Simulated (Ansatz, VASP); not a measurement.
**One calculation of TiSi16, two programs**

```
Si Ti
1.0
     0.00000    5.43000    5.43000
     5.43000    0.00000    5.43000
     5.43000    5.43000    0.00000
Si Ti
16 1
Direct
  0.00454 0.99974 0.98706
  0.13810 0.12641 0.10937
  0.00552 0.00187 0.49091
  0.12793 0.13114 0.61302
  0.00518 0.50838 0.98708
  0.12776 0.62629 0.11991
  0.00686 0.50164 0.49041
  0.12816 0.62808 0.61312
  0.50076 0.00611 0.98526
  0.62346 0.12132 0.11098
  0.50210 0.99753 0.49091
  0.62331 0.12688 0.62331
  0.50227 0.50472 0.98755
  0.62416 0.64292 0.11155
  0.50227 0.50926 0.49151
  0.63657 0.62502 0.61382
  0.75168 0.25500 0.23766
```

Alike in both runs: functional PBEsol; k mesh 2 × 2 × 2; occupations gaussian, width 0.02 eV; no spin polarisation.

Ansatz relaxed the structure, and its values are those at the end. VASP's run is a single point on that final structure, the one shown.

|  | VASP | Ansatz |
| --- | --- | --- |
| version | VASP 6.6.1 | Ansatz 0.2.0 |
| potentials or method | VASP PAW PBE potentials, release 64 (Si, Ti_sv), cutoff 520 eV | scalar-relativistic, plane waves, PAW |
| valence electrons in the cell | 76 | 76 |

Ansatz gave:

- rms of the force components (eV/Å): 0.004

Question: What did VASP give for the same quantities?

Answer: rms of the force components (eV/Å): 0.003.

VASP's potentials were made for PBE, not for PBEsol, and Ansatz warns of the same on its side. With one functional, cell and mesh, what is left measures potentials, basis and numerics.

The k mesh is coarse, so the values compare programs but aren't converged.
